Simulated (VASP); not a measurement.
**C: single point with LDA**

The system is C.

```
CELL_PARAMETERS angstrom
2.48328 0.00000 0.00000
-1.24164 2.15058 0.00000
0.00000 0.00000 4.13634
ATOMIC_POSITIONS crystal
C 0.33333 0.66667 0.00033
C 0.66667 0.33333 0.50033
C 0.33333 0.66667 0.37467
C 0.66667 0.33333 0.87467
```

```yaml
Program: VASP 6.6.1
Task: single point
Functional: LDA
Potentials_or_basis: VASP PAW LDA potentials, release 64 (C)
Cutoff: 520 eV
k_mesh: 12 × 12 × 6
Occupations: fermi-dirac, width 0.02 eV
Spin: no spin polarisation
```

| Quantity | Value |
| --- | --- |
| Pressure | 1.6 GPa |
| Largest force | 0.004 eV/Å |
| Band gap on the k mesh | 3.01 eV (least direct gap 4.97 eV) |

Forces in eV/Å, atoms in the order of the input:
```
C    0.000  0.000  0.004
C    0.000  0.000  0.004
C    0.000  0.000 -0.004
C    0.000  0.000 -0.004
```

Levels at points of the mesh, in eV from the valence-band top:
| k point | band 6 | band 7 | band 8 | band 9 | band 10 | band 11 |
| --- | --- | --- | --- | --- | --- | --- |
| (0.00, 0.00, 0.00) | -0.52 | 0.00 | 0.00 | 4.97 | 4.97 | 5.35 |
| (0.50, 0.00, 0.00) | -6.62 | -6.16 | -3.21 | 4.53 | 7.93 | 8.32 |
| (0.00, 0.00, 0.50) | -1.89 | -1.89 | -1.89 | 7.29 | 7.29 | 7.29 |
| (0.50, 0.00, 0.50) | -5.22 | -4.92 | -4.92 | 5.93 | 5.93 | 6.63 |

Wall time 17 s on 1 thread of Intel Xeon 8259CL, on a shared host, peak memory 0.13 GiB.

A k mesh can miss the band edges.
